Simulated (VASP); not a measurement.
# AgI (F-43m) in VASP: a series of runs

Runs on AgI. Level: r2SCAN. Tasks: electric field gradients.

Everything below comes from runs of VASP 6.6.1. Logs are shortened: lines on timing, memory, paths and dates and some standing lists are left out, and cuts for length are marked.

### 1 The cell of the first run

The structure is cubic, space group F-43m (No. 216). The conventional cell has a = 6.475 Å, b = 6.475 Å, c = 6.475 Å, α = 90.00°, β = 90.00°, γ = 90.00°. Ag (site symmetry -43m) has 4 I at 2.80 Å within 3.7 Å. I (site symmetry -43m) has 4 Ag at 2.80 Å within 3.7 Å.

### 2 Electric field gradients, r2SCAN (volume scaled by 0.96)

POSCAR

```
AgI
1.0
    0.0000000000      3.2377376949      3.2377376949
    3.2377376949      0.0000000000      3.2377376949
    3.2377376949      3.2377376949      0.0000000000
Ag I
1 1
Direct
    0.0000000000      0.0000000000      0.0000000000
    0.2500000000      0.2500000000      0.2500000000
```

INCAR.step1

```
ALGO = Normal ; EDIFF = 1E-5
ENCUT = 440 ; GGA = PE
GGA_COMPAT = F ; ISMEAR = -1
LASPH = T ; LCHARG = F
LREAL = F ; LWAVE = T
NBANDS = 16 ; NELM = 120
PREC = Accurate ; SIGMA = 0.02
```

INCAR.step2

```
ALGO = Normal ; EDIFF = 1E-8
ENCUT = 440 ; GGA_COMPAT = F
ISIF = 2 ; ISMEAR = -1
ISTART = 1 ; LASPH = T
LCHARG = F ; LEFG = T
LMIXTAU = T ; LREAL = F
LWAVE = F ; METAGGA = R2SCAN
NBANDS = 16 ; NELM = 120
PREC = Accurate ; SIGMA = 0.02
```

KPOINTS

```
k-points
0
Gamma
  6 6 6
```

Potentials or basis: VASP PAW PBE potentials, release 64 (Ag, I).

The run is started by

```sh
> cat potpaw_PBE.64/Ag/POTCAR potpaw_PBE.64/I/POTCAR > POTCAR
> cp INCAR.step1 INCAR
> mpirun -np 1 vasp_std > vasp.out
> cp INCAR.step2 INCAR
> mpirun -np 1 vasp_std > vasp.out
```

OUTCAR:

```text
EDIFF = 1E-8
   ENCUT = 440
   ISIF = 2
   ISMEAR = -1
   ISTART = 1
   LASPH = T
   LREAL = F
   METAGGA = R2SCAN
   NELM = 120
   PREC = Accurate

 ion  position               nearest neighbor table
   1  0.000  0.000  0.000-   2 2.80   2 2.80   2 2.80   2 2.80
   2  0.250  0.250  0.250-   1 2.80   1 2.80   1 2.80   1 2.80

  LATTYP: Found a face centered cubic cell.
 ALAT       =     6.4754753898

  Lattice vectors:

 A1 = (   0.0000000000,   3.2377376949,   3.2377376949)
 A2 = (   3.2377376949,   0.0000000000,   3.2377376949)
 A3 = (   3.2377376949,   3.2377376949,   0.0000000000)

Analysis of symmetry for initial positions (statically):
=====================================================================
 Subroutine PRICEL returns:
 Original cell was already a primitive cell.

 Routine SETGRP: Setting up the symmetry group for a
 face centered cubic supercell.

 Subroutine GETGRP returns: Found 24 space group operations
 (whereof 24 operations were pure point group operations)
 out of a pool of 48 trial point group operations.

The static configuration has the point symmetry T_d .

Analysis of symmetry for dynamics (positions and initial velocities):
=====================================================================
 Subroutine PRICEL returns:
 Original cell was already a primitive cell.

 Routine SETGRP: Setting up the symmetry group for a
 face centered cubic supercell.

 Subroutine GETGRP returns: Found 24 space group operations
 (whereof 24 operations were pure point group operations)
 out of a pool of 48 trial point group operations.

The dynamic configuration has the point symmetry T_d .

 Subroutine INISYM returns: Found 24 space group operations
 (whereof 24 operations are pure point group operations),
 and found     1 'primitive' translations

----------------------------------------------------------------------------------------

                                     Primitive cell

  volume of cell :      67.8821

  direct lattice vectors                    reciprocal lattice vectors
     0.000000000  3.237737695  3.237737695    -0.154428816  0.154428816  0.154428816
     3.237737695  0.000000000  3.237737695     0.154428816 -0.154428816  0.154428816
     3.237737695  3.237737695  0.000000000     0.154428816  0.154428816 -0.154428816

  length of vectors
     4.578852560  4.578852560  4.578852560     0.267478556  0.267478556  0.267478556

  position of ions in fractional coordinates (direct lattice)
     0.000000000  0.000000000  0.000000000
     0.250000000  0.250000000  0.250000000

  ion indices of the primitive-cell ions
   primitive index   ion index
                 1           1
                 2           2

----------------------------------------------------------------------------------------

 KPOINTS: k-points

Automatic generation of k-mesh.
 Grid dimensions read from file:
 generate k-points for:    6    6    6

 Generating k-lattice:

  Cartesian coordinates                     Fractional coordinates (reciprocal lattice)
    -0.025738136  0.025738136  0.025738136     0.166666667  0.000000000  0.000000000
     0.025738136 -0.025738136  0.025738136     0.000000000  0.166666667  0.000000000
     0.025738136  0.025738136 -0.025738136     0.000000000  0.000000000  0.166666667

  Length of vectors
     0.044579759  0.044579759  0.044579759

  Shift w.r.t. Gamma in fractional coordinates (k-lattice)
     0.000000000  0.000000000  0.000000000

 Subroutine IBZKPT returns following result:
 ===========================================

 Found     16 irreducible k-points:

 Following reciprocal coordinates:
            Coordinates               Weight
  0.000000  0.000000  0.000000      1.000000
  0.166667  0.000000  0.000000      8.000000
  0.333333  0.000000  0.000000      8.000000
  0.500000  0.000000  0.000000      4.000000
  0.166667  0.166667  0.000000      6.000000
  0.333333  0.166667  0.000000     24.000000
[... 8 lines left out ...]
 -0.333333  0.333333  0.166667     24.000000
 -0.333333  0.500000  0.166667     12.000000
   k-points           NKPTS =     16   k-points in BZ     NKDIM =     16   number of bands    NBANDS=     16
   number of dos      NEDOS =    301   number of ions     NIONS =      2
   total plane-waves  NPLWV =  32768
   dimension x,y,z NGX =    32 NGY =   32 NGZ =   32
   dimension x,y,z NGXF=    64 NGYF=   64 NGZF=   64
   ions per type =               1   1
   NGX,Y,Z   is equivalent  to a cutoff of  11.62, 11.62, 11.62 a.u.
   NGXF,Y,Z  is equivalent  to a cutoff of  23.24, 23.24, 23.24 a.u.
 SYSTEM =  unknown system
   PREC   = accura    normal or accurate (medium, high low for compatibility)
   ISTART =      1    job   : 0-new  1-cont  2-samecut
   ICHARG =      0    charge: 1-file 2-atom 10-const
   ISPIN  =      1    spin polarized calculation?
   LNONCOLLINEAR =      F non collinear calculations
   LSORBIT =      F    spin-orbit coupling
   LASPH  =      T    aspherical Exc in radial PAW
   ENCUT  =  440.0 eV  32.34 Ry    5.69 a.u.   7.83  7.83  7.83*2*pi/ulx,y,z
   NELM   =    120;   NELMIN=  2; NELMDL=  0     # of ELM steps
   EDIFF  = 0.1E-07   stopping-criterion for ELM
   LREAL  =      F    real-space projection
   EDIFFG = 0.1E-06   stopping-criterion for IOM
   NSW    =      0    number of steps for IOM
   IBRION =     -1    ionic relax: 0-MD 1-quasi-New 2-CG
   NFREE  =      0    steps in history (QN), initial steepest desc. (CG)
   ISIF   =      2    stress and relaxation
   ISYM   =      2    0-nonsym 1-usesym 2-fastsym
   POTIM  = 0.5000    time-step for ionic-motion
   TEBEG  =    0.0;   TEEND  =   0.0 temperature during run
   PSTRESS=    0.0 pullay stress
   NELECT =      18.0000    total number of electrons
   NUPDOWN=      -1.0000    fix difference up-down
   EMIN   =  10.00;   EMAX   =-10.00  energy-range for DOS
   EFERMI =   0.00;   METHOD = LEGACY
   ISMEAR =    -1;   SIGMA  =   0.02  broadening in eV -4-tet -1-fermi 0-gaus
   EFERMI_NEDOS =   21; number of points for ismear=-14 and -15
   IALGO  =     38    algorithm
   IMIX   =      4    mixing-type and parameters
     AMIX     =   0.40;   BMIX     =  1.00
     AMIX_MAG =   1.60;   BMIX_MAG =  1.00
  volume/ion in A,a.u.               =      33.94       229.05
  Fermi-wavevector in a.u.,A,eV,Ry     =   1.051754  1.987526 15.050569  1.106186
  Thomas-Fermi vector in A             =   2.186809
   LORBIT       =      0    0 simple, 1 ext, 2 COOP (PROOUT), +10 PAW based schemes
   METAGGA = R2SCAN    functional components
   LHFCALC =     F    Hartree Fock is set to
   AEXX    =    0.0000 exact exchange contribution
   IVDW    =     0    specifies the selected vdW correction
   LEPSILON=     F    determine dielectric tensor
   LRPA    =     F    only Hartree local field effects (RPA)
 non-spin polarized calculation
  energy-cutoff  :      440.00
  volume of cell :       67.88
 maximum number of plane-waves:      1435
   NGX = 15   NGY = 15   NGZ = 15

 number of electron      18.0000007 magnetization

 Free energy of the ion-electron system (eV)
  ---------------------------------------------------
  ext. energy  EPLUGINS =         0.00000000
  ---------------------------------------------------
  free energy    TOTEN  =       -46.51094385 eV

  energy without entropy =      -46.51094385  energy(sigma->0) =      -46.51094385

 E-fermi :   3.4032     XC(G=0):  -8.9883

 val. band max:        2.9796223274   @ k =   0.0000   0.0000   0.0000
 cond. band min:       4.7699733068   @ k =   0.0000   0.0000   0.0000
 fundamental gap:      1.7903509794
 Fermi energy:         3.4032116301

 k-point     1 :       0.0000    0.0000    0.0000
  band No.  band energies     occupation
      1     -10.2845      2.00000
      2      -1.4141      2.00000
      3      -1.4141      2.00000
      4      -1.4141      2.00000
      5      -0.1615      2.00000
      6      -0.1615      2.00000
[... 8 lines left out ...]
     15      13.5096      0.00000
     16      13.5096      0.00000
[... 267 lines left out ...]
 k-point    16 :      -0.3333    0.5000    0.1667
  band No.  band energies     occupation
      1      -9.8701      2.00000
      2      -1.4792      2.00000
      3      -0.9895      2.00000
      4      -0.8791      2.00000
      5      -0.1717      2.00000
      6       0.0984      2.00000
[... 8 lines left out ...]
     15      15.0984      0.00000
     16      15.2998      0.00000

------------------------ aborting loop because EDIFF is reached ----------------------------------------

  FORCE on cell =-STRESS in cart. coord.  units (eV):
  Direction    XX          YY          ZZ          XY          YZ          ZX
  --------------------------------------------------------------------------------------
  -------------------------------------------------------------------------------------
  Total        0.6081230      0.6081230      0.6081230      0.0000000      0.0000000      0.0000000
  in kB       14.3531439     14.3531439     14.3531439      0.0000000      0.0000000      0.0000000
  external PRESSURE =      14.3531439 kB  Pullay stress =       0.0000000 kB

 VOLUME and BASIS-vectors are now :
 -----------------------------------------------------------------------------
  energy-cutoff  :      440.00
  volume of cell :       67.88
      direct lattice vectors                 reciprocal lattice vectors
     0.000000000  3.237737695  3.237737695    -0.154428816  0.154428816  0.154428816
     3.237737695  0.000000000  3.237737695     0.154428816 -0.154428816  0.154428816
     3.237737695  3.237737695  0.000000000     0.154428816  0.154428816 -0.154428816

 POSITION                                       TOTAL-FORCE (eV/Angst)
 -----------------------------------------------------------------------------------
      0.00000      0.00000      0.00000         0.000000      0.000000     -0.000000
      1.61887      1.61887      1.61887        -0.000000     -0.000000      0.000000
 -----------------------------------------------------------------------------------
    total drift:                                0.000000      0.000000     -0.000000

  FREE ENERGIE OF THE ION-ELECTRON SYSTEM (eV)
  ---------------------------------------------------
  free  energy   TOTEN  =       -46.5109438529 eV

  energy  without entropy=      -46.5109438529  energy(sigma->0) =      -46.51094385

 Electric field gradients (V/A^2)
---------------------------------------------------------------------
 ion       V_xx      V_yy      V_zz      V_xy      V_xz      V_yz
---------------------------------------------------------------------
   1      -0.000     0.000    -0.000    -0.002    -0.002    -0.002
   2       0.000     0.000     0.000    -0.000    -0.000    -0.000
---------------------------------------------------------------------

 Electric field gradients after diagonalization (V/A^2)
 (convention: |V_zz| > |V_xx| > |V_yy|)
----------------------------------------------------------------------
 ion       V_xx      V_yy      V_zz     asymmetry (V_yy - V_xx)/ V_zz
----------------------------------------------------------------------
   1       0.002     0.002    -0.003       0.000
   2       0.000     0.000    -0.001       0.000
----------------------------------------------------------------------

           NMR quadrupolar parameters

 Cq : quadrupolar parameter    Cq=e*Q*V_zz/h
 eta: asymmetry parameters     (V_yy - V_xx)/ V_zz
 Q  : nuclear electric quadrupole moment in mb (millibarn)
----------------------------------------------------------------------
 ion       Cq(MHz)       eta       Q (mb)
----------------------------------------------------------------------
   1      -0.000       0.000       1.000
   2      -0.000       0.000       1.000
----------------------------------------------------------------------
```

Run time: 2.5 min. Hardware: 1 thread of Intel Xeon 8259CL, shared host; peak memory 0.19 GiB.

What came out:

```yaml
Free_energy: -46.5109 eV
Pressure: 1.4 GPa
Band_gap_on_the_k_mesh: 1.79 eV, direct
```

Caveat: without QUAD_EFG the Cq values of the log hold for a quadrupole moment of 1 mb, not for the nuclei; the PAW data sets were made with another functional, which shifts forces and pressure a little; spin-orbit coupling is left out, which moves the levels of the heavy elements.

(Part 1 of 3 ends here.)
